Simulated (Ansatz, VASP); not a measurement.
## One calculation of Ti5SiMo, two programs

```
CELL_PARAMETERS angstrom
3.76801 0.00000 0.00000
0.00000 3.76801 0.00000
0.00000 0.00000 6.72209
ATOMIC_POSITIONS crystal
Ti 0.00000 0.50000 0.29080
Ti 0.00000 0.50000 0.70920
Ti 0.50000 0.00000 0.29080
Ti 0.50000 0.00000 0.70920
Ti 0.00000 0.00000 0.00000
Si 0.00000 0.00000 0.50000
Mo 0.50000 0.50000 0.00000
```

Change from the starting cell: species swapped into the ZnPPt5 type (P4/mmm, No. 123).

Alike in both runs: task relaxation of cell and atoms; functional PBE; k mesh 4 × 4 × 3; occupations gaussian, width 0.2 eV; no spin polarisation.

|  | VASP | Ansatz |
| --- | --- | --- |
| version | VASP 6.6.1 | Ansatz 0.2.0 |
| potentials or method | VASP PAW PBE potentials, release 64 (Ti_sv, Si, Mo_sv), cutoff 600 eV | scalar-relativistic, plane waves, PAW |
| valence electrons in the cell | 78 | 78 |

VASP gave:

```
gap on the k mesh at the Fermi level, each at its own relaxed structure (eV) : none
relaxed volume (Å³/atom)                                                     : 17.29
relaxed cell length with the largest relative difference (Å)                 : 6.223
```

Q: Estimate Ansatz's values.

A: gap on the k mesh at the Fermi level, each at its own relaxed structure (eV): none; relaxed volume (Å³/atom): 17.30; relaxed cell length with the largest relative difference (Å): 6.137.

A gap of «none» marks a metal or a gap that the smearing closes.

The k mesh is coarse, so the values compare programs but aren't converged. Noted on VASP's run: the volume moved by over 15 % at a fixed basis, so the end points are rough.
